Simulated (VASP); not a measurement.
Runs of VASP 6.6.1 on BaHfO3. The structure is that of space group Pm-3m (No. 221), or close to it. The cells are those of the table. 

| task | cell | cutoff (eV) | gap on the mesh (eV) | pressure (GPa) | largest force (eV/Å) |
| --- | --- | --- | --- | --- | --- |
| single point | a = 4.206 Å, 5 atoms | 520 | (b) | -0.6 | - |
| relaxation of cell and atoms | relaxed to 10 GPa from a = 4.170, b = 4.170, c = 4.170 Å, 5 atoms | 600 | 3.65 | 10.0 | 0.03 |
| single point | a = 4.127 Å, 5 atoms | 520 | 3.64 | 9.5 | - |
| relaxation of cell and atoms | relaxed to 20 GPa from a = 4.170, b = 4.170, c = 4.170 Å, 5 atoms | 600 | 3.73 | 19.8 | 0.04 |
| single point | a = 3.967 Å, 5 atoms | 520 | (c) | (a) | - |

Alike in all rows: level PBE; potentials or basis VASP PAW PBE potentials, release 64 (Ba_sv, Hf_pv, O); no spin polarisation; k mesh 6 × 6 × 6; smearing gaussian 0.01 eV.

Task: Estimate the missing entries.

Result: (a) 40.0; (b) 3.54; (c) 3.81.

Caveats: spin-orbit coupling is left out, which moves the levels of the heavy elements; the cell is relaxed towards a set pressure, so the enthalpy falls and the energy may rise (some runs); the relaxation stopped at a loose force limit of 0.05 eV/Å, so its end isn't a converged minimum (some runs).

A k mesh can miss the band edges, and the runs leave out spin-orbit coupling on Ba, Hf.
